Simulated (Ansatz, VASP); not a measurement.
**One calculation of Ga, two programs**

```xyz
2
Lattice="2.9073 0.0000 0.0000 -1.4537 2.5178 0.0000 0.0000 0.0000 4.5890" Properties=species:S:1:pos:R:3 pbc="T T T"
Ga    0.0000    1.6785    1.1473
Ga    1.4537    0.8393    3.4418
```

Alike in both runs: task single point; functional PBE; k mesh 13 × 13 × 8; occupations fermi-dirac, width 0.1 eV; no spin polarisation.

|  | VASP | Ansatz |
| --- | --- | --- |
| version | VASP 6.6.1 | Ansatz 0.2.0 |
| potentials or method | VASP PAW PBE potentials, release 64 (Ga_d), cutoff 500 eV | plane waves (420 eV) with PAW, scalar-relativistic |
| valence electrons in the cell | 26 | 26 |

Ansatz gave:

```
pressure (GPa)                                                : 8.4
traceless stress, the component that is largest in VASP (GPa) : 0.21
```

**Question.** Estimate VASP's values.

**Answer.** Pressure (GPa): 8.5; traceless stress, the component that is largest in VASP (GPa): 0.23.
